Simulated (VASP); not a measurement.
Write the native input for VASP 6.6.1 that does the following.

| Item | Value |
| --- | --- |
| Task | electric field gradients |
| Functional | PBEsol |
| Potentials or basis | VASP PAW PBE potentials, release 64 (Ag, Cl) |
| Cutoff | 520 eV |
| k mesh | 9 × 9 × 9 |
| Occupations | fermi-dirac, width 0.01 eV |
| Spin | no spin polarisation |
| Dipole correction | no |
| Further INCAR settings | ALGO = Normal; EDIFF = 1e-08; NBANDS = 16 |

The structure of AgCl lies in POSCAR:

```
AgCl
1.0
    3.4339730000     -0.0171698650     -0.0171698650
   -0.0171698650      3.4339730000     -0.0171698650
   -0.0171698650     -0.0171698650      3.4339730000
Ag Cl
1 1
Direct
    0.0000000000      0.0000000000      0.0000000000
    0.5000000000      0.5000000000      0.5000000000
```

This cell differs from its parent crystal: equal xy, yz and zx shear strains of -1 %.

One way to write it, as run:

INCAR

```
SYSTEM = AgCl
PREC = Accurate
ENCUT = 520
EDIFF = 1E-8
ISMEAR = -1
SIGMA = 0.01
LREAL = .False.
LASPH = .True.
NELM = 100
ALGO = Normal
ISIF = 2
LWAVE = .False.
LCHARG = .False.
GGA = PS
LEFG = .True.
NBANDS = 16
```

KPOINTS

```
regular mesh
0
Gamma
  9 9 9
  0 0 0
```

Potentials or basis: VASP PAW PBE potentials, release 64 (Ag, Cl).

The run is started by

```bash
$ cat potpaw_PBE.64/Ag/POTCAR potpaw_PBE.64/Cl/POTCAR > POTCAR
$ mpirun -np 1 vasp_std > vasp.out
```

Results of the run:

```
Pressure                                : -4.7 GPa
Band gap on the k mesh                  : 0.41 eV (least direct gap 1.91 eV)
Largest electric field gradient by atom : Ag -4.4; Cl +7.1 V/Å²
```

Caveat: the cell differs from its parent crystal (equal xy, yz and zx shear strains of -1 %); the cell stands under tension; without QUAD_EFG the Cq values of the log hold for a quadrupole moment of 1 mb, not for the nuclei; the PAW data sets were made with another functional, which shifts forces and pressure a little; an odd mesh through Γ misses points on the zone boundary, where band edges can lie.

Wall time 63 s on 1 thread of Intel(R) Xeon(R) Platinum 8175M CPU @ 2.50GHz (Skylake/Cascade Lake) (shared host), peak memory 0.19 GiB.
